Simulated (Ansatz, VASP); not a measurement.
**As: VASP beside Ansatz**

```xyz
2
Lattice="-2.6810 2.6810 1.4108 2.6810 -2.6810 1.4108 2.6810 2.6810 -1.4108" Properties=species:S:1:pos:R:3 pbc="T T T"
As    0.0000    0.0000    0.0000
As    0.0000    2.6810    0.7054
```

Alike in both runs: functional PBE; k mesh 22 × 22 × 22; occupations gaussian, width 0.1 eV; no spin polarisation.

Ansatz relaxed the structure, and its values are those at the end. VASP's run is a single point on that final structure, the one shown.

|  | VASP | Ansatz |
| --- | --- | --- |
| version | VASP 6.6.1 | Ansatz 0.2.0 |
| potentials or method | VASP PAW PBE potentials, release 64 (As), cutoff 520 eV | scalar-relativistic, plane waves, PAW |
| valence electrons in the cell | 10 | 30 |

Ansatz gave:

```
gap on the k mesh at the Fermi level (eV) : none
pressure (GPa)                            : 0.0
```

Q: Which values does VASP return?

A: gap on the k mesh at the Fermi level (eV): none; pressure (GPa): 0.1.

A gap of «none» marks a metal or a gap that the smearing closes. The functional is the same, so the differences come from potentials, cutoffs and numerics. VASP's potentials hold 10 valence electrons a cell and Ansatz's 30, so a difference there can come from the potentials and not from the codes.
